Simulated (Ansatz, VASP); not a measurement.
# One calculation of SrCl2, two programs

```
CELL_PARAMETERS angstrom
0.00000 3.76434 3.48550
3.76434 0.00000 3.48550
3.76434 3.76434 0.00000
ATOMIC_POSITIONS crystal
Sr 0.00000 0.00000 0.00000
Cl 0.25000 0.25000 0.25000
Cl 0.75000 0.75000 0.75000
```

Change from the starting cell: strain +0.080 along x and y, +0.000 along z, atoms carried along.

Alike in both runs: task single point; functional r2SCAN; k mesh 6 × 6 × 6; occupations gaussian, width 0.05 eV; no spin polarisation.

|  | VASP | Ansatz |
| --- | --- | --- |
| version | VASP 6.6.1 | Ansatz 0.2.0 |
| potentials or method | VASP PAW PBE potentials, release 64 (Sr_sv, Cl), cutoff 520 eV | scalar-relativistic, plane waves, PAW |
| valence electrons in the cell | 24 | 24 |

```tsv
	VASP	Ansatz	Ansatz less VASP
gap on the k mesh at the Fermi level (eV)	5.02	5.01	-0.003
least direct gap on the mesh (eV)	5.24	5.23	-0.004
pressure (GPa)	-3.8	-3.8	-0.02
traceless stress, the component that is largest in VASP (GPa)	2.29	2.30	+0.009
```

VASP's potentials were made for PBE, not for r2SCAN. The functional is the same, so the differences come from potentials, cutoffs and numerics.
